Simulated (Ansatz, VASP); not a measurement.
**Two plane-wave programs on Al**

```xyz
31
Lattice="8.1000 0.0000 0.0000 0.0000 8.1000 0.0000 0.0000 0.0000 8.1000" Properties=species:S:1:pos:R:3 pbc="T T T"
Al    6.0627    2.0051   -0.0057
Al    6.0643   -0.0019    2.0029
Al    0.0063   -0.0029   -0.0050
Al    2.0471    2.0055   -0.0051
Al    4.0551    4.0469   -0.0043
Al    6.0647    6.0901   -0.0055
Al    2.0480   -0.0033    2.0034
Al    4.0549    2.0048    2.0028
Al    6.0884    4.0472    2.0270
Al    4.0547   -0.0036    4.0448
Al    6.0868    2.0302    4.0454
Al    6.0632   -0.0030    6.0865
Al    0.0049    4.0477   -0.0043
Al    2.0483    6.0887   -0.0047
Al    0.0052    2.0294    2.0272
Al    2.0229    4.0473    2.0285
Al    4.0572    6.0893    2.0029
Al    0.0048   -0.0032    4.0452
Al    2.0224    2.0287    4.0460
Al    4.0548    4.0468    4.0457
Al    6.0881    6.0643    4.0450
Al    2.0466   -0.0022    6.0872
Al    4.0545    2.0042    6.0875
Al    6.0867    4.0476    6.0626
Al    0.0061    6.0652    2.0277
Al    0.0049    4.0474    4.0452
Al    2.0240    6.0645    4.0462
Al    0.0035    2.0290    6.0628
Al    2.0227    4.0463    6.0637
Al    4.0563    6.0892    6.0877
Al    0.0055    6.0650    6.0628
```

Alike in both runs: functional PBE; k mesh 3 × 3 × 3; occupations gaussian, width 0.15 eV; no spin polarisation.

Ansatz relaxed the structure, and its values are those at the end. VASP's run is a single point on that final structure, the one shown.

```csv
,VASP,Ansatz
version,VASP 6.6.1,Ansatz 0.2.0
potentials or method,"VASP PAW PBE potentials, release 64 (Al), cutoff 520 eV","scalar-relativistic, plane waves, PAW"
valence electrons in the cell,93,93
```

Ansatz gave:

| Property | Result |
| --- | --- |
| rms of the force components (eV/Å) | 0.002 |

Problem. What did VASP give for the same quantities?

Solution. rms of the force components (eV/Å): 0.004.
